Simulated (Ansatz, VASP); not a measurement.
**BN: VASP beside Ansatz**

The input INCAR:

```
SYSTEM = BN
ALGO = Normal
EDIFF = 1E-6
ENCUT = 600
GGA = PS
GGA_COMPAT = .False.
ISIF = 2
ISMEAR = 0
LASPH = .True.
LCHARG = .True.
LELF = .True.
LREAL = .False.
LVHAR = .True.
LWAVE = .False.
NBANDS = 26
NELM = 120
PREC = Accurate
SIGMA = 0.01
```

The input KPOINTS:

```
k-points
0
Gamma
  4 4 8
  0 0 0
```

POSCAR

```
BN
1.0
    4.4242230000      0.0000000000      0.0000000000
    0.0000000000      4.4242230000      0.0000000000
    0.0000000000      0.0000000000      2.5503560000
B N
4 4
Direct
    0.1742830000      0.8257170000      0.5000000000
    0.3257170000      0.3257170000      0.0000000000
    0.6742830000      0.6742830000      0.0000000000
    0.8257170000      0.1742830000      0.5000000000
    0.8126010000      0.8126010000      0.5000000000
    0.3126010000      0.6873990000      0.0000000000
    0.6873990000      0.3126010000      0.0000000000
    0.1873990000      0.1873990000      0.5000000000
```

Input for Ansatz:

```yaml
crystal:
  lattice:
    - [4.424223, 0.0, 0.0]
    - [0.0, 4.424223, 0.0]
    - [0.0, 0.0, 2.550356]
  atoms:
    - { symbol: B, position: [0.174283, 0.825717, 0.5] }
    - { symbol: B, position: [0.325717, 0.325717, 0.0] }
    - { symbol: B, position: [0.674283, 0.674283, 0.0] }
    - { symbol: B, position: [0.825717, 0.174283, 0.5] }
    - { symbol: "N", position: [0.812601, 0.812601, 0.5] }
    - { symbol: "N", position: [0.312601, 0.687399, 0.0] }
    - { symbol: "N", position: [0.687399, 0.312601, 0.0] }
    - { symbol: "N", position: [0.187399, 0.187399, 0.5] }
kpoints:
  mp_grid:
    grid: [4, 4, 8]
hamiltonian:
  xc: pbesol
scf:
  occupations:
    method: fixed
output:
  eigenvalues: true
```

Alike in both runs: task single point; functional PBEsol; k mesh 4 × 4 × 8; no spin polarisation.

```csv
,VASP,Ansatz
version,VASP 6.6.1,Ansatz 0.2.0
potentials or method,"VASP PAW PBE potentials, release 64 (B, N)","plane waves, PAW"
plane-wave cutoff (eV),600,420
occupations,"gaussian, width 0.01 eV",fixed
valence electrons in the cell,32,32
```

|  | VASP | Ansatz | Ansatz less VASP |
| --- | --- | --- | --- |
| gap on the k mesh at the Fermi level (eV) | 4.71 | 4.73 | +0.019 |

VASP's potentials were made for PBE, not for PBEsol.
